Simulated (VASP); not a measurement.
# Ti6H in VASP: a series of runs

The runs below take Ti6H through single point, with PBE.

All numbers are computed with VASP 6.6.1; they aren't measurements. Logs are shortened: lines on timing, memory, paths and dates and some standing lists are left out, and cuts for length are marked.

## Step 1: The cell of the first run

The cell holds a slab with vacuum, 7 atoms: a = 2.832 Å, b = 4.580 Å, c = 23.551 Å, α = 90.00°, β = 90.00°, γ = 90.00°.

## Step 2: Single point, PBE

The input, INCAR:

```
PREC = Accurate
ENCUT = 520
EDIFF = 1E-7
ISMEAR = 0
SIGMA = 0.1
LREAL = F
LASPH = T
NELM = 60
ALGO = Normal
ISIF = 2
LWAVE = F
LCHARG = F
LDIPOL = T
IDIPOL = 3
DIPOL = 0.5 0.5 0.352
GGA = PE
NBANDS = 46
```

The input, KPOINTS:

```
regular mesh
0
Gamma
  9 6 1
```

The input, POSCAR:

```
Ti6H
1.0
    2.8321726458      0.0000000000      0.0000000000
    0.0000000000      4.5795363026      0.0000000000
    0.0000000000      0.0000000000     23.5510893874
Ti H
6 1
Direct
    0.5000000000      0.0000000000      0.1698435233
    0.0000000000      0.5000000000      0.2259767339
    0.5000000000      0.0000000000      0.2821099444
    0.5000000000      0.5000000000      0.3394934593
    0.0000000000      0.0000000000      0.3940191404
    0.5000000000      0.5000000000      0.4480085492
    0.6250000000      0.6250000000      0.6038399818
```

Potentials or basis: VASP PAW PBE potentials, release 64 (Ti_sv, H).

Launch:

```
$ cat potpaw_PBE.64/Ti_sv/POTCAR potpaw_PBE.64/H/POTCAR > POTCAR
$ mpirun -np 1 vasp_std > vasp.out
```

OUTCAR:

```text
PREC = Accurate
   ENCUT = 520
   EDIFF = 1E-7
   ISMEAR = 0
   LREAL = F
   LASPH = T
   NELM = 60
   ISIF = 2
   GGA = PE

 ion  position               nearest neighbor table
   1  0.500  0.000  0.170-   3 2.64
   2  0.000  0.500  0.226-
   3  0.500  0.000  0.282-   1 2.64   4 2.66   4 2.66
   4  0.500  0.500  0.339-   6 2.56   3 2.66   3 2.66
   5  0.000  0.000  0.394-
   6  0.500  0.500  0.448-   4 2.56
   7  0.625  0.625  0.604-

  LATTYP: Found a simple orthorhombic cell.
 ALAT       =     2.8321726458
 B/A-ratio  =     1.6169693290
 C/A-ratio  =     8.3155556997

  Lattice vectors:

 A1 = (   2.8321726458,   0.0000000000,   0.0000000000)
 A2 = (   0.0000000000,   4.5795363026,   0.0000000000)
 A3 = (   0.0000000000,   0.0000000000,  23.5510893874)

Analysis of symmetry for initial positions (statically):
=====================================================================
 Subroutine PRICEL returns:
 Original cell was already a primitive cell.

 Routine SETGRP: Setting up the symmetry group for a
 simple orthorhombic supercell.

 Subroutine GETGRP returns: Found  1 space group operations
 (whereof  1 operations were pure point group operations)
 out of a pool of  8 trial point group operations.

The static configuration has the point symmetry C_1 .

Analysis of symmetry for dynamics (positions and initial velocities):
=====================================================================
 Subroutine PRICEL returns:
 Original cell was already a primitive cell.

 Routine SETGRP: Setting up the symmetry group for a
 simple orthorhombic supercell.

 Subroutine GETGRP returns: Found  1 space group operations
 (whereof  1 operations were pure point group operations)
 out of a pool of  8 trial point group operations.

The dynamic configuration has the point symmetry C_1 .

 Subroutine INISYM returns: Found  1 space group operations
 (whereof  1 operations are pure point group operations),
 and found     1 'primitive' translations

----------------------------------------------------------------------------------------

                                     Primitive cell

  volume of cell :     305.4585

  direct lattice vectors                    reciprocal lattice vectors
[... 104 lines left out ...]
   ISYM   =      2    0-nonsym 1-usesym 2-fastsym
   POTIM  = 0.5000    time-step for ionic-motion
   TEBEG  =    0.0;   TEEND  =   0.0 temperature during run
   PSTRESS=    0.0 pullay stress
   NELECT =      73.0000    total number of electrons
   NUPDOWN=      -1.0000    fix difference up-down
   EMIN   =  10.00;   EMAX   =-10.00  energy-range for DOS
   EFERMI =   0.00;   METHOD = LEGACY
   ISMEAR =     0;   SIGMA  =   0.10  broadening in eV -4-tet -1-fermi 0-gaus
   EFERMI_NEDOS =   21; number of points for ismear=-14 and -15
   IALGO  =     38    algorithm
   IMIX   =      4    mixing-type and parameters
     AMIX     =   0.40;   BMIX     =  1.00
     AMIX_MAG =   1.60;   BMIX_MAG =  1.00
  volume/ion in A,a.u.               =      43.64       294.48
  Fermi-wavevector in a.u.,A,eV,Ry     =   1.015933  1.919835 14.042842  1.032120
  Thomas-Fermi vector in A             =   2.149247
   LORBIT       =      0    0 simple, 1 ext, 2 COOP (PROOUT), +10 PAW based schemes
   GGA     = PE    functional components
   LHFCALC =     F    Hartree Fock is set to
   AEXX    =    0.0000 exact exchange contribution
   IVDW    =     0    specifies the selected vdW correction
   LEPSILON=     F    determine dielectric tensor
   LRPA    =     F    only Hartree local field effects (RPA)
 non-spin polarized calculation
 Gauss-broadening in eV      SIGMA  =   0.10
  energy-cutoff  :      520.00
  volume of cell :      305.46
 maximum number of plane-waves:      8274
 NGX is ok and might be reduce to    24
   NGX = 11   NGY = 17   NGZ = 87

 dipolmoment           0.000000      0.000000     -0.003700 electrons x Angstroem

 number of electron      73.0000008 magnetization

 dipolmoment           0.000000      0.000000      0.226906 electrons x Angstroem

 Free energy of the ion-electron system (eV)
  ---------------------------------------------------
  ext. energy  EPLUGINS =         0.00000000
  ---------------------------------------------------
  free energy    TOTEN  =       -44.36848484 eV

  energy without entropy =      -44.31882761  energy(sigma->0) =      -44.34365622

 E-fermi :  -0.2149     XC(G=0):  -5.2580

 val. band max:       -0.2231421845   @ k =   0.3333  -0.1667   0.0000
 cond. band min:      -0.2093023245   @ k =   0.1111   0.1667   0.0000
 fundamental gap:      0.0138398600
 Fermi energy:        -0.2148700830

 k-point     1 :       0.0000    0.0000    0.0000
  band No.  band energies     occupation
      1     -57.2005      2.00000
      2     -57.1551      2.00000
      3     -57.0702      2.00000
      4     -57.0164      2.00000
      5     -56.8247      2.00000
      6     -56.7076      2.00000
[... 1165 lines left out ...]
     45       1.0072      0.00000
     46       1.2137      0.00000

 [... further k-points ...]

------------------------ aborting loop because EDIFF is reached ----------------------------------------

 vacuum level on the upper side and lower side of the slab       (xc-potential included)         1.425        -1.677

  FORCE on cell =-STRESS in cart. coord.  units (eV):
  Direction    XX          YY          ZZ          XY          YZ          ZX
  --------------------------------------------------------------------------------------
  -------------------------------------------------------------------------------------
  Total       -4.4297386     -5.9519729     -2.2890162     -0.0024034     -0.2026380      0.0065046
  in kB      -23.2346668    -31.2190224    -12.0062457     -0.0126064     -1.0628675      0.0341174
  external PRESSURE =     -22.1533116 kB  Pullay stress =       0.0000000 kB

 VOLUME and BASIS-vectors are now :
 -----------------------------------------------------------------------------
  energy-cutoff  :      520.00
  volume of cell :      305.46
      direct lattice vectors                 reciprocal lattice vectors
     2.832172646  0.000000000  0.000000000     0.353085820  0.000000000  0.000000000
     0.000000000  4.579536303  0.000000000     0.000000000  0.218362719  0.000000000
     0.000000000  0.000000000 23.551089387     0.000000000  0.000000000  0.042460881

 POSITION                                       TOTAL-FORCE (eV/Angst)
 -----------------------------------------------------------------------------------
      1.41609      0.00000      4.00000         0.000047      0.000718      0.370857
      0.00000      2.28977      5.32200         0.000295      0.003529      0.020120
      1.41609      0.00000      6.64400         0.000620     -0.003322     -0.361688
      1.41609      2.28977      7.99544        -0.002785     -0.008379     -0.081246
      0.00000      0.00000      9.27958        -0.001918     -0.003092     -0.106582
      1.41609      2.28977     10.55109         0.003408      0.069898      0.563561
      1.77011      2.86221     14.22109         0.000333     -0.059353     -0.405022
 -----------------------------------------------------------------------------------
    total drift:                               -0.000001      0.000004      0.001982

  FREE ENERGIE OF THE ION-ELECTRON SYSTEM (eV)
  ---------------------------------------------------
  free  energy   TOTEN  =       -44.3684848350 eV

  energy  without entropy=      -44.3188276117  energy(sigma->0) =      -44.34365622

 vacuum level on the upper side and lower side of the slab         6.226         3.047
```

stdout:

```text
POSCAR found type information on POSCAR TiH
 POSCAR found :  2 types and       7 ions
 scaLAPACK will be used
 LDA part: xc-table for (Slater+PW92), standard interpolation
 POSCAR, INCAR and KPOINTS ok, starting setup
 FFT: planning ... GRIDC
 FFT: planning ... GRID_SOFT
 FFT: planning ... GRID
 WAVECAR not read
 entering main loop
```

It took 40 min on 1 thread of Intel Xeon Platinum 8259CL at 2.50GHz (Skylake/Cascade Lake), shared host; peak memory 0.54 GiB.

What came out:

```
Free energy            : -44.3685 eV
Largest force          : 0.568 eV/Å
Band gap on the k mesh : zero (an odd number of electrons rules out a gap without spin polarisation)
```

Forces on the atoms (eV/Å):
```
Ti   0.000  0.001  0.371
Ti   0.000  0.004  0.020
Ti   0.001 -0.003 -0.362
Ti  -0.003 -0.008 -0.081
Ti  -0.002 -0.003 -0.107
Ti   0.003  0.070  0.564
H    0.000 -0.059 -0.405
```

Levels at points of the mesh, in eV from the Fermi level:
| k point | band 34 | band 35 | band 36 | band 37 | band 38 | band 39 | band 40 | band 41 |
| --- | --- | --- | --- | --- | --- | --- | --- | --- |
| (0.00, 0.00, 0.00) | -0.68 | -0.60 | -0.16 | -0.02 | 0.07 | 0.20 | 0.35 | 0.51 |
| (0.00, 0.50, 0.00) | -0.44 | -0.41 | -0.25 | -0.23 | 0.24 | 0.28 | 0.40 | 0.42 |

## Step 3: Single point, PBE

INCAR: that of step 2 with these lines changed.

```diff
@@ -14,3 +14,3 @@
 IDIPOL = 3
-DIPOL = 0.5 0.5 0.352
+DIPOL = 0.5 0.5 0.339
 GGA = PE
```

KPOINTS is that of step 2.

POSCAR: that of step 2 with these lines changed.

```diff
@@ -14,2 +14,2 @@
     0.5000000000      0.5000000000      0.4480085492
-    0.6250000000      0.6250000000      0.6038399818
+    0.8750000000      0.8750000000      0.5146721321
```

Potentials or basis: VASP PAW PBE potentials, release 64 (Ti_sv, H).

Launch:

```
$ cat potpaw_PBE.64/Ti_sv/POTCAR potpaw_PBE.64/H/POTCAR > POTCAR
$ mpirun -np 1 vasp_std > vasp.out
```

Wall time 37 min (1 thread of Intel Xeon Platinum 8259CL at 2.50GHz (Skylake/Cascade Lake), shared host); peak memory 0.54 GiB.

The run converged. Its results:

```yaml
Free_energy: -46.1843 eV
Largest_force: 1.700 eV/Å
Band_gap_on_the_k_mesh: zero (an odd number of electrons rules out a gap without spin polarisation)
```

Forces on the atoms (eV/Å):
```
Ti   0.002  0.003  0.425
Ti  -0.003  0.010 -0.025
Ti   0.014 -0.027 -0.395
Ti   0.010  0.049  0.077
Ti  -0.144 -0.133  0.309
Ti  -0.020  0.796  1.151
H    0.142 -0.699 -1.543
```

Levels at points of the mesh, in eV from the Fermi level:
| k point | band 35 | band 36 | band 37 | band 38 | band 39 | band 40 |
| --- | --- | --- | --- | --- | --- | --- |
| (0.00, 0.00, 0.00) | -0.34 | -0.14 | -0.01 | 0.09 | 0.27 | 0.34 |
| (0.00, 0.50, 0.00) | -0.26 | -0.25 | 0.07 | 0.24 | 0.35 | 0.37 |
